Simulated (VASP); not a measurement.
Here is a VASP 6.6.1 calculation.

The input INCAR:

```
  PREC = Accurate
  ENCUT = 520
  EDIFF = 1E-7
  ISMEAR = -1
  SIGMA = 0.05
  LREAL = False
  LASPH = True
  NELM = 150
  ALGO = Normal
  ISIF = 2
  LWAVE = False
  LCHARG = False
  ISPIN = 2
  MAGMOM = 7 7
  LORBIT = 11
  LMAXMIX = 6
  GGA = PS
  NBANDS = 29
```

KPOINTS

```
Automatic mesh
0
Gamma
  8 8 5
```

File POSCAR:

```
Gd
1.0
    3.6838475923      0.0000000000      0.0000000000
   -1.8419237961      3.1903055986      0.0000000000
    0.0000000000      0.0000000000      5.8586955685
Gd
2
Direct
    0.6666666667      0.3333333333      0.7500000000
    0.3333333333      0.6666666667      0.2500000000
```

Potentials or basis: VASP PAW PBE potentials, release 64 (Gd).

Launch:

```sh
$ cat potpaw_PBE.64/Gd/POTCAR > POTCAR
$ mpirun -np 1 vasp_std > vasp.out
```

**Question.** Estimate the site moments.

**Answer.** Gd +6.98 μB.

**Question.** Estimate the net moment.

**Answer.** 15.24 μB per cell.

Stress tensor (GPa, compression positive):
```
-3.00  0.00  0.00
 0.00 -3.00  0.00
 0.00  0.00 -2.75
```

Caveat: the PAW data sets were made with another functional, which shifts forces and pressure a little. The state reached can hang on the start; a lower one may exist.
